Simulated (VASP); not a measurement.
# Bi2Os (I4/mmm) in VASP: single point with PBEsol

Aim: the single point of Bi2Os with PBEsol.

Program: VASP 6.6.1. These are calculated values, not measurements. Logs are shortened: lines on timing, memory, paths and dates and some standing lists are left out, and cuts for length are marked.

## (1) The cell of the first run

The structure is tetragonal, space group I4/mmm (No. 139). Conventional cell: a = 3.360 Å, b = 3.360 Å, c = 12.974 Å, α = 90.00°, β = 90.00°, γ = 90.00°. Within 3.9 Å of Os (site symmetry 4/mmm) lie 8 Bi at 2.97 Å and 4 Os at 3.36 Å. Bi (site symmetry 4mm) has 4 Os at 2.97 Å and 9 Bi at 3.36 to 3.77 Å within 3.9 Å.

## (2) Single point, PBEsol

INCAR reads:

```
PREC     = Accurate       # precision mode
ENCUT    = 520            # plane-wave cutoff, eV
EDIFF    = 1E-7           # SCF threshold, eV
ISMEAR   = -1             # smearing method
SIGMA    = 0.1            # smearing width, eV
LREAL    = False          # projectors in reciprocal space
LASPH    = True           # aspherical terms in the spheres
NELM     = 100            # most SCF steps
ALGO     = Normal         # electronic algorithm
ISIF     = 2              # what is computed and relaxed
LWAVE    = False          # write WAVECAR
LCHARG   = True           # write CHGCAR
GGA      = PS             # functional
LELF     = True           # ELF
LVHAR    = True         
NBANDS   = 26             # bands
```

KPOINTS reads:

```
regular mesh
0
Gamma
  10 10 10
```

POSCAR reads:

```
Bi2Os
1.0
    0.0000000000      3.3595410000      0.0000000000
    3.3595410000      0.0000000000      0.0000000000
    1.6797710000      1.6797710000     -6.4867520000
Os Bi
1 2
Direct
    0.0000000000      0.0000000000      0.0000000000
    0.3630000000      0.3630000000      0.2740000000
    0.6370000000      0.6370000000      0.7260000000
```

Potentials or basis: VASP PAW PBE potentials, release 64 (Os, Bi_d).

On the command line:

```bash
$ cat potpaw_PBE.64/Os/POTCAR potpaw_PBE.64/Bi_d/POTCAR > POTCAR
$ mpirun -np 1 vasp_std > vasp.out
```

OUTCAR:

```text
PREC = Accurate
   ENCUT = 520
   EDIFF = 1E-7
   ISMEAR = -1
   LREAL = False
   LASPH = True
   NELM = 100
   ISIF = 2
   GGA = PS

 ion  position               nearest neighbor table
   1  0.000  0.000  0.000-   3 2.97   2 2.97   3 2.97   2 2.97   2 2.97   3 2.97   3 2.97   2 2.97

   2  0.363  0.363  0.274-   1 2.97   1 2.97   1 2.97   1 2.97   3 3.55   3 3.77   3 3.77   3 3.77
                             3 3.77
   3  0.637  0.637  0.726-   1 2.97   1 2.97   1 2.97   1 2.97   2 3.55   2 3.77   2 3.77   2 3.77
                             2 3.77

  LATTYP: Found a body centered tetragonal cell.
 ALAT       =     3.3595410000
 C/A-ratio  =     3.8616894391

  Lattice vectors:

 A1 = (  -1.6797710000,   1.6797700000,   6.4867520000)
 A2 = (   1.6797700000,  -1.6797710000,   6.4867520000)
 A3 = (   1.6797710000,   1.6797710000,  -6.4867520000)

Analysis of symmetry for initial positions (statically):
=====================================================================
 Subroutine PRICEL returns:
 Original cell was already a primitive cell.

 Routine SETGRP: Setting up the symmetry group for a
 body centered tetragonal supercell.

 Subroutine GETGRP returns: Found 16 space group operations
 (whereof 16 operations were pure point group operations)
 out of a pool of 16 trial point group operations.

The static configuration has the point symmetry D_4h.

Analysis of symmetry for dynamics (positions and initial velocities):
=====================================================================
 Subroutine PRICEL returns:
 Original cell was already a primitive cell.

 Routine SETGRP: Setting up the symmetry group for a
 body centered tetragonal supercell.

 Subroutine GETGRP returns: Found 16 space group operations
 (whereof 16 operations were pure point group operations)
 out of a pool of 16 trial point group operations.

The dynamic configuration has the point symmetry D_4h.

 Subroutine INISYM returns: Found 16 space group operations
 (whereof 16 operations are pure point group operations),
 and found     1 'primitive' translations

----------------------------------------------------------------------------------------

                                     Primitive cell

  volume of cell :      73.2128

  direct lattice vectors                    reciprocal lattice vectors
     0.000000000  3.359541000  0.000000000     0.000000000  0.297659710  0.077080201
     3.359541000  0.000000000  0.000000000     0.297659710  0.000000000  0.077080201
     1.679771000  1.679771000 -6.486752000     0.000000000  0.000000000 -0.154160356

  length of vectors
     3.359541000  3.359541000  6.908054193     0.307477902  0.307477902  0.154160356

  position of ions in fractional coordinates (direct lattice)
     0.000000000  0.000000000  0.000000000
     0.363000000  0.363000000  0.274000000
     0.637000000  0.637000000  0.726000000

  ion indices of the primitive-cell ions
   primitive index   ion index
                 1           1
                 2           2
                 3           3

----------------------------------------------------------------------------------------

 KPOINTS: regular mesh

Automatic generation of k-mesh.
 Grid dimensions read from file:
 generate k-points for:   10   10   10

 Generating k-lattice:

  Cartesian coordinates                     Fractional coordinates (reciprocal lattice)
     0.000000000  0.029765971  0.007708020     0.100000000  0.000000000  0.000000000
     0.029765971  0.000000000  0.007708020     0.000000000  0.100000000  0.000000000
     0.000000000  0.000000000 -0.015416036     0.000000000  0.000000000  0.100000000

  Length of vectors
     0.030747790  0.030747790  0.015416036

  Shift w.r.t. Gamma in fractional coordinates (k-lattice)
     0.000000000  0.000000000  0.000000000

 Subroutine IBZKPT returns following result:
 ===========================================

 Found    102 irreducible k-points:

 Following reciprocal coordinates:
            Coordinates               Weight
  0.000000  0.000000  0.000000      1.000000
  0.100000  0.000000 -0.000000      8.000000
  0.200000  0.000000 -0.000000      8.000000
  0.300000  0.000000 -0.000000      8.000000
  0.400000  0.000000 -0.000000      8.000000
  0.500000  0.000000 -0.000000      4.000000
[... 16 lines left out ...]
  0.300000  0.300000 -0.000000      8.000000
  0.400000  0.300000 -0.000000     16.000000
 [... further k-points ...]
   k-points           NKPTS =    102   k-points in BZ     NKDIM =    102   number of bands    NBANDS=     26
   number of dos      NEDOS =    301   number of ions     NIONS =      3
   total plane-waves  NPLWV =  42336
   dimension x,y,z NGX =    28 NGY =   28 NGZ =   54
   dimension x,y,z NGXF=    56 NGYF=   56 NGZF=  108
   ions per type =               1   2
   NGX,Y,Z   is equivalent  to a cutoff of  13.86, 13.86, 13.00 a.u.
   NGXF,Y,Z  is equivalent  to a cutoff of  27.71, 27.71, 25.99 a.u.
 SYSTEM =  unknown system
   PREC   = accura    normal or accurate (medium, high low for compatibility)
   ISTART =      0    job   : 0-new  1-cont  2-samecut
   ICHARG =      2    charge: 1-file 2-atom 10-const
   ISPIN  =      1    spin polarized calculation?
   LNONCOLLINEAR =      F non collinear calculations
   LSORBIT =      F    spin-orbit coupling
   LASPH  =      T    aspherical Exc in radial PAW
   ENCUT  =  520.0 eV  38.22 Ry    6.18 a.u.   6.25  6.25 12.84*2*pi/ulx,y,z
   NELM   =    100;   NELMIN=  2; NELMDL= -5     # of ELM steps
   EDIFF  = 0.1E-06   stopping-criterion for ELM
   LREAL  =      F    real-space projection
   EDIFFG = 0.1E-05   stopping-criterion for IOM
   NSW    =      0    number of steps for IOM
   IBRION =     -1    ionic relax: 0-MD 1-quasi-New 2-CG
   NFREE  =      0    steps in history (QN), initial steepest desc. (CG)
   ISIF   =      2    stress and relaxation
   ISYM   =      2    0-nonsym 1-usesym 2-fastsym
   POTIM  = 0.5000    time-step for ionic-motion
   TEBEG  =    0.0;   TEEND  =   0.0 temperature during run
   PSTRESS=    0.0 pullay stress
   NELECT =      38.0000    total number of electrons
   NUPDOWN=      -1.0000    fix difference up-down
   EMIN   =  10.00;   EMAX   =-10.00  energy-range for DOS
   EFERMI =   0.00;   METHOD = LEGACY
   ISMEAR =    -1;   SIGMA  =   0.10  broadening in eV -4-tet -1-fermi 0-gaus
   EFERMI_NEDOS =   21; number of points for ismear=-14 and -15
   IALGO  =     38    algorithm
   IMIX   =      4    mixing-type and parameters
     AMIX     =   0.40;   BMIX     =  1.00
     AMIX_MAG =   1.60;   BMIX_MAG =  1.00
  volume/ion in A,a.u.               =      24.40       164.69
  Fermi-wavevector in a.u.,A,eV,Ry     =   1.315650  2.486218 23.550792  1.730934
  Thomas-Fermi vector in A             =   2.445817
   LORBIT       =      0    0 simple, 1 ext, 2 COOP (PROOUT), +10 PAW based schemes
   GGA     = PS    functional components
   LHFCALC =     F    Hartree Fock is set to
   AEXX    =    0.0000 exact exchange contribution
   IVDW    =     0    specifies the selected vdW correction
   LEPSILON=     F    determine dielectric tensor
   LRPA    =     F    only Hartree local field effects (RPA)
 non-spin polarized calculation
  energy-cutoff  :      520.00
  volume of cell :       73.21
 maximum number of plane-waves:      1990
 NGX is ok and might be reduce to    28
   NGX = 13   NGY = 13   NGZ = 25

 number of electron      38.0000000 magnetization

 Free energy of the ion-electron system (eV)
  ---------------------------------------------------
  ext. energy  EPLUGINS =         0.00000000
  ---------------------------------------------------
  free energy    TOTEN  =       -19.45691182 eV

  energy without entropy =      -19.39302294  energy(sigma->0) =      -19.42496738

 E-fermi :   8.3538     XC(G=0): -11.3671

 val. band max:        8.3527819275   @ k =   0.3000   0.3000   0.1000
 cond. band min:       8.3570151662   @ k =  -0.1000  -0.1000   0.1000
 fundamental gap:      0.0042332387
 Fermi energy:         8.3538017544

 k-point     1 :       0.0000    0.0000    0.0000
  band No.  band energies     occupation
      1     -14.6062      2.00000
      2     -14.5976      2.00000
      3     -14.4941      2.00000
      4     -14.4369      2.00000
      5     -14.3892      2.00000
      6     -14.3892      2.00000
[... 18 lines left out ...]
     25      14.4719      0.00000
     26      15.2881      0.00000

 k-point     2 :       0.1000    0.0000   -0.0000
  band No.  band energies     occupation
      1     -14.5916      2.00000
      2     -14.5833      2.00000
      3     -14.4878      2.00000
      4     -14.4300      2.00000
      5     -14.3947      2.00000
      6     -14.3883      2.00000
[... 18 lines left out ...]
     25      14.9151      0.00000
     26      16.6192      0.00000

 k-point     3 :       0.2000    0.0000   -0.0000
  band No.  band energies     occupation
      1     -14.5599      2.00000
      2     -14.5533      2.00000
      3     -14.4634      2.00000
      4     -14.4203      2.00000
      5     -14.3975      2.00000
      6     -14.3943      2.00000
[... 18 lines left out ...]
     25      15.2842      0.00000
     26      16.2883      0.00000

 k-point     4 :       0.3000    0.0000   -0.0000
  band No.  band energies     occupation
      1     -14.5388      2.00000
      2     -14.5261      2.00000
      3     -14.4450      2.00000
      4     -14.4311      2.00000
      5     -14.4012      2.00000
      6     -14.3978      2.00000
[... 18 lines left out ...]
     25      15.8857      0.00000
     26      16.1287      0.00000
[... 496 lines left out ...]
      1     -14.4935      2.00000
      2     -14.4880      2.00000
      3     -14.4556      2.00000
      4     -14.4190      2.00000
      5     -14.4164      2.00000
      6     -14.4104      2.00000
[... 18 lines left out ...]
     25      16.5539      0.00000
     26      17.1144      0.00000

 k-point    23 :       0.3000    0.3000   -0.0000
  band No.  band energies     occupation
      1     -14.4530      2.00000
      2     -14.4523      2.00000
      3     -14.4520      2.00000
      4     -14.4402      2.00000
      5     -14.4173      2.00000
      6     -14.4003      2.00000
[... 18 lines left out ...]
     25      14.4597      0.00000
     26      15.0723      0.00000

 k-point    24 :       0.4000    0.3000   -0.0000
  band No.  band energies     occupation
      1     -14.4724      2.00000
      2     -14.4675      2.00000
      3     -14.4642      2.00000
      4     -14.4504      2.00000
      5     -14.4173      2.00000
      6     -14.4043      2.00000
[... 18 lines left out ...]
     25      13.5448      0.00000
     26      14.2951      0.00000

 [... further k-points ...]

------------------------ aborting loop because EDIFF is reached ----------------------------------------

  FORCE on cell =-STRESS in cart. coord.  units (eV):
  Direction    XX          YY          ZZ          XY          YZ          ZX
  --------------------------------------------------------------------------------------
  -------------------------------------------------------------------------------------
  Total       -3.6399092     -3.6399092     -2.0305215     -0.0000000      0.0000002      0.0000002
  in kB      -79.6551670    -79.6551670    -44.4355945     -0.0000000      0.0000034      0.0000034
  external PRESSURE =     -67.9153095 kB  Pullay stress =       0.0000000 kB

 VOLUME and BASIS-vectors are now :
 -----------------------------------------------------------------------------
  energy-cutoff  :      520.00
  volume of cell :       73.21
      direct lattice vectors                 reciprocal lattice vectors
     0.000000000  3.359541000  0.000000000     0.000000000  0.297659710  0.077080201
     3.359541000  0.000000000  0.000000000     0.297659710  0.000000000  0.077080201
     1.679771000  1.679771000 -6.486752000     0.000000000  0.000000000 -0.154160356

 POSITION                                       TOTAL-FORCE (eV/Angst)
 -----------------------------------------------------------------------------------
      0.00000      0.00000      0.00000         0.000000      0.000000      0.000000
      1.67977      1.67977     -1.77737        -0.000000     -0.000000      0.798821
      3.35954      3.35954     -4.70938         0.000000      0.000000     -0.798821
 -----------------------------------------------------------------------------------
    total drift:                                0.000000      0.000000     -0.000000

  FREE ENERGIE OF THE ION-ELECTRON SYSTEM (eV)
  ---------------------------------------------------
  free  energy   TOTEN  =       -19.4569118220 eV

  energy  without entropy=      -19.3930229449  energy(sigma->0) =      -19.42496738
```

Run time: 2.6 min. Hardware: 1 thread of Intel Xeon Platinum 8259CL at 2.50GHz (Skylake/Cascade Lake), shared host; peak memory 0.32 GiB.

What came out:

```
Free energy            : -19.4569 eV
Pressure               : -6.8 GPa
Largest force          : 0.799 eV/Å
Band gap on the k mesh : zero (band 19 reaches 10.19 eV, above the bottom of band 20 at 8.00 eV)
```

Forces in eV/Å, atoms in the order of the input:
```
Os   0.000  0.000  0.000
Bi   0.000  0.000  0.799
Bi   0.000  0.000 -0.799
```

Caveat: the PAW data sets were made with another functional, which shifts forces and pressure a little; spin-orbit coupling is left out, which moves the levels of the heavy elements.
